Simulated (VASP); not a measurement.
# Be4Pd (Pm-3m) in VASP: further runs, part 2 of 2

VASP 6.6.1.

### Step 4. Relaxation of cell and atoms, PBE

This run uses another cell than the first one, of 10.44 Å³/atom.

INCAR reads:

```
SYSTEM = Be4Pd
PREC     = Accurate       ! precision mode
ENCUT    = 600            ! plane-wave cutoff, eV
EDIFF    = 1E-7           ! SCF threshold, eV
ISMEAR   = 0              ! smearing method
SIGMA    = 0.1            ! smearing width, eV
LREAL    = .False.        ! projectors in reciprocal space
LASPH    = .True.         ! aspherical terms in the spheres
NELM     = 100            ! most SCF steps
ALGO     = Normal         ! electronic algorithm
ISIF     = 3              ! what is computed and relaxed
LWAVE    = .False.        ! write WAVECAR
LCHARG   = .False.        ! write CHGCAR
GGA      = PE             ! functional
IBRION   = 2              ! ionic algorithm
NSW      = 100            ! ionic steps
EDIFFG   = -0.01          ! ionic threshold
```

KPOINTS reads:

```
Automatic mesh
0
Gamma
  10 10 10
  0 0 0
```

POSCAR reads:

```
Be4Pd
1.0
    3.7369575507      0.0000000000      0.0000000000
    0.0000000000      3.7369575507      0.0000000000
    0.0000000000      0.0000000000      3.7369575507
Be Pd
4 1
Direct
    0.0000000000      0.5000000000      0.5000000000
    0.5000000000      0.0000000000      0.5000000000
    0.5000000000      0.5000000000      0.0000000000
    0.5000000000      0.5000000000      0.5000000000
    0.0000000000      0.0000000000      0.0000000000
```

Potentials or basis: VASP PAW PBE potentials, release 64 (Be, Pd).

Started as:

```console
$ cat potpaw_PBE.64/Be/POTCAR potpaw_PBE.64/Pd/POTCAR > POTCAR
$ mpirun -np 1 vasp_std > vasp.out
```

OUTCAR:

```text
SYSTEM = Be4Pd
   PREC = Accurate
   ENCUT = 600
   EDIFF = 1E-7
   ISMEAR = 0
   LREAL = .False.
   LASPH = .True.
   NELM = 100
   ISIF = 3
   GGA = PE
   IBRION = 2
   NSW = 100
   EDIFFG = -0.01

 ion  position               nearest neighbor table
   1  0.000  0.500  0.500-   4 1.87   4 1.87   5 2.64   5 2.64   5 2.64   5 2.64
   2  0.500  0.000  0.500-   4 1.87   4 1.87   5 2.64   5 2.64   5 2.64   5 2.64
   3  0.500  0.500  0.000-   4 1.87   4 1.87   5 2.64   5 2.64   5 2.64   5 2.64
   4  0.500  0.500  0.500-   1 1.87   2 1.87   3 1.87   3 1.87   2 1.87   1 1.87
   5  0.000  0.000  0.000-   1 2.64   2 2.64   3 2.64   1 2.64   2 2.64   1 2.64   3 2.64   1 2.64
                             2 2.64   3 2.64   2 2.64   3 2.64

  LATTYP: Found a simple cubic cell.
 ALAT       =     3.7369575507

  Lattice vectors:

 A1 = (   3.7369575507,   0.0000000000,   0.0000000000)
 A2 = (   0.0000000000,   3.7369575507,   0.0000000000)
 A3 = (   0.0000000000,   0.0000000000,   3.7369575507)

Analysis of symmetry for initial positions (statically):
=====================================================================
 Subroutine PRICEL returns:
 Original cell was already a primitive cell.

 Routine SETGRP: Setting up the symmetry group for a
 simple cubic supercell.

 Subroutine GETGRP returns: Found 48 space group operations
 (whereof 48 operations were pure point group operations)
 out of a pool of 48 trial point group operations.

The static configuration has the point symmetry O_h .

Analysis of symmetry for dynamics (positions and initial velocities):
=====================================================================
 Subroutine PRICEL returns:
 Original cell was already a primitive cell.

 Routine SETGRP: Setting up the symmetry group for a
 simple cubic supercell.

 Subroutine GETGRP returns: Found 48 space group operations
 (whereof 48 operations were pure point group operations)
 out of a pool of 48 trial point group operations.

The dynamic configuration has the point symmetry O_h .

 Subroutine INISYM returns: Found 48 space group operations
 (whereof 48 operations are pure point group operations),
 and found     1 'primitive' translations

----------------------------------------------------------------------------------------

                                     Primitive cell

  volume of cell :      52.1861

  direct lattice vectors                    reciprocal lattice vectors
     3.736957551  0.000000000  0.000000000     0.267597367  0.000000000  0.000000000
     0.000000000  3.736957551  0.000000000     0.000000000  0.267597367  0.000000000
     0.000000000  0.000000000  3.736957551     0.000000000  0.000000000  0.267597367

  length of vectors
     3.736957551  3.736957551  3.736957551     0.267597367  0.267597367  0.267597367

  position of ions in fractional coordinates (direct lattice)
     0.000000000  0.500000000  0.500000000
     0.500000000  0.000000000  0.500000000
     0.500000000  0.500000000  0.000000000
[... 135 lines left out ...]

  FORCE on cell =-STRESS in cart. coord.  units (eV):
  Direction    XX          YY          ZZ          XY          YZ          ZX
  --------------------------------------------------------------------------------------
  -------------------------------------------------------------------------------------
  Total        0.0859909      0.0859909      0.0859909      0.0000000      0.0000000     -0.0000000
  in kB        2.6400288      2.6400288      2.6400288      0.0000000      0.0000000     -0.0000000
  external PRESSURE =       2.6400288 kB  Pullay stress =       0.0000000 kB

 VOLUME and BASIS-vectors are now :
 -----------------------------------------------------------------------------
  energy-cutoff  :      600.00
  volume of cell :       52.19
      direct lattice vectors                 reciprocal lattice vectors
     3.736957551  0.000000000  0.000000000     0.267597367  0.000000000  0.000000000
     0.000000000  3.736957551  0.000000000     0.000000000  0.267597367  0.000000000
     0.000000000  0.000000000  3.736957551     0.000000000  0.000000000  0.267597367

 POSITION                                       TOTAL-FORCE (eV/Angst)
 -----------------------------------------------------------------------------------
      0.00000      1.86848      1.86848         0.000000      0.000000      0.000000
      1.86848      0.00000      1.86848         0.000000      0.000000      0.000000
      1.86848      1.86848      0.00000         0.000000      0.000000      0.000000
      1.86848      1.86848      1.86848         0.000000      0.000000      0.000000
      0.00000      0.00000      0.00000         0.000000      0.000000      0.000000
 -----------------------------------------------------------------------------------
    total drift:                                0.000000     -0.000000     -0.000000

  FREE ENERGIE OF THE ION-ELECTRON SYSTEM (eV)
  ---------------------------------------------------
  free  energy   TOTEN  =       -18.3693476862 eV

  energy  without entropy=      -18.3619140243  energy(sigma->0) =      -18.36563086

--------------------------------------- Ionic step        2  -------------------------------------------

 number of electron      18.0000001 magnetization

 Free energy of the ion-electron system (eV)
  ---------------------------------------------------
  ext. energy  EPLUGINS =         0.00000000
  ---------------------------------------------------
  free energy    TOTEN  =       -18.36945609 eV

  energy without entropy =      -18.36196871  energy(sigma->0) =      -18.36571240

 E-fermi :   6.3132     XC(G=0): -10.8611

 val. band max:        6.3061884954   @ k =   0.4000   0.4000   0.1000
 cond. band min:       6.3590619002   @ k =   0.5000   0.3000   0.1000
 fundamental gap:      0.0528734047
 Fermi energy:         6.3131688481

 k-point     1 :       0.0000    0.0000    0.0000
  band No.  band energies     occupation
      1      -2.7790      2.00000
      2       2.6267      2.00000
      3       2.6267      2.00000
      4       3.7633      2.00000
      5       3.7633      2.00000
      6       3.7633      2.00000
      7       3.7714      2.00000
      8       3.7714      2.00000
      9       3.7714      2.00000
     10       9.6245      0.00000
     11      11.3483      0.00000
     12      11.3483      0.00000
     13      13.0582      0.00000
[... 354 lines left out ...]
  band No.  band energies     occupation
      1      -1.8222      2.00000
      2       1.1335      2.00000
      3       2.4284      2.00000
      4       2.6376      2.00000
      5       2.8420      2.00000
      6       3.5904      2.00000
      7       4.1076      2.00000
      8       5.2995      2.00000
      9       5.5287      2.00000
     10       9.5427      0.00000
     11       9.8457      0.00000
     12      10.6247      0.00000
     13      11.5278      0.00000

 [... further k-points ...]

------------------------ aborting loop because EDIFF is reached ----------------------------------------

  FORCE on cell =-STRESS in cart. coord.  units (eV):
  Direction    XX          YY          ZZ          XY          YZ          ZX
  --------------------------------------------------------------------------------------
  -------------------------------------------------------------------------------------
  Total        0.0029657      0.0029657      0.0029657      0.0000000     -0.0000000      0.0000000
  in kB        0.0908258      0.0908258      0.0908258      0.0000000     -0.0000000      0.0000000
  external PRESSURE =       0.0908258 kB  Pullay stress =       0.0000000 kB

 VOLUME and BASIS-vectors are now :
 -----------------------------------------------------------------------------
  energy-cutoff  :      600.00
  volume of cell :       52.32
      direct lattice vectors                 reciprocal lattice vectors
     3.740058052 -0.000000000 -0.000000000     0.267375529 -0.000000000 -0.000000000
     0.000000000  3.740058052 -0.000000000     0.000000000  0.267375529 -0.000000000
     0.000000000  0.000000000  3.740058052     0.000000000  0.000000000  0.267375529

 POSITION                                       TOTAL-FORCE (eV/Angst)
 -----------------------------------------------------------------------------------
      0.00000      1.87003      1.87003        -0.000000      0.000000      0.000000
      1.87003     -0.00000      1.87003        -0.000000      0.000000      0.000000
      1.87003      1.87003     -0.00000        -0.000000      0.000000      0.000000
      1.87003      1.87003      1.87003        -0.000000      0.000000      0.000000
      0.00000      0.00000      0.00000         0.000000      0.000000      0.000000
 -----------------------------------------------------------------------------------
    total drift:                                0.000000     -0.000000     -0.000000

  FREE ENERGIE OF THE ION-ELECTRON SYSTEM (eV)
  ---------------------------------------------------
  free  energy   TOTEN  =       -18.3694560935 eV

  energy  without entropy=      -18.3619687105  energy(sigma->0) =      -18.36571240

 reached required accuracy - stopping structural energy minimisation
```

Wall time 43 s (1 thread of Intel Xeon Platinum 8488C (Sapphire Rapids), shared host); peak memory 0.2 GiB.

Results:

```
Free energy                           : -18.3695 eV
Relaxed volume                        : 10.46 Å³/atom
Relaxed cell                          : a = 3.740 Å, b = 3.740 Å, c = 3.740 Å, α = 90.00°, β = 90.00°, γ = 90.00°
Space group after relaxing (to 0.1 Å) : Pm-3m (No. 221)
Energy gained by relaxing             : 0.0 meV/atom
Ionic steps                           : 2
Pressure after relaxing               : 0.0 GPa
Band gap on the k mesh                : zero (bands 9 and 10 overlap by 0.61 eV)
```

The path:
| step | energy change (eV) | largest force (eV/Å) | pressure (GPa) | volume (Å³) |
| --- | --- | --- | --- | --- |
| 1 | 0.0000 | 0.0000 | 0.26 | 52.19 |
| 2 | -0.0001 | 0.0000 | 0.01 | 52.32 |

Final structure:
```yaml
crystal:
  lattice:
    - [3.74006, 0.00000, 0.00000]
    - [0.00000, 3.74006, 0.00000]
    - [0.00000, 0.00000, 3.74006]
  atoms:
    - { symbol: Be, position: [0.00000, 0.50000, 0.50000] }
    - { symbol: Be, position: [0.50000, 0.00000, 0.50000] }
    - { symbol: Be, position: [0.50000, 0.50000, 0.00000] }
    - { symbol: Be, position: [0.50000, 0.50000, 0.50000] }
    - { symbol: Pd, position: [0.00000, 0.00000, 0.00000] }
```

### Step 5. Overview

```csv
task,spin,cell,k mesh,cutoff (eV),gap on the mesh (eV),pressure (GPa),relaxed volume (Å³/atom)
relaxation of cell and atoms,off,"relaxed from a = 3.683 Å, 5 atoms",6 × 6 × 6,600,none,0.0,10.46
single point,collinear,"a = 3.737 Å, 5 atoms",6 × 6 × 6,520,none,0.2,-
relaxation of cell and atoms,off,"relaxed from a = 3.737 Å, 5 atoms",10 × 10 × 10,600,none,0.0,10.46
```

Alike in all rows: level PBE; potentials or basis VASP PAW PBE potentials, release 64 (Be, Pd); smearing gaussian 0.1 eV.

Total energies depend on the potentials used, so only differences within one code and one set of settings carry meaning.

The gap in the log of VASP goes by the Fermi energy; the results here count the filled bands.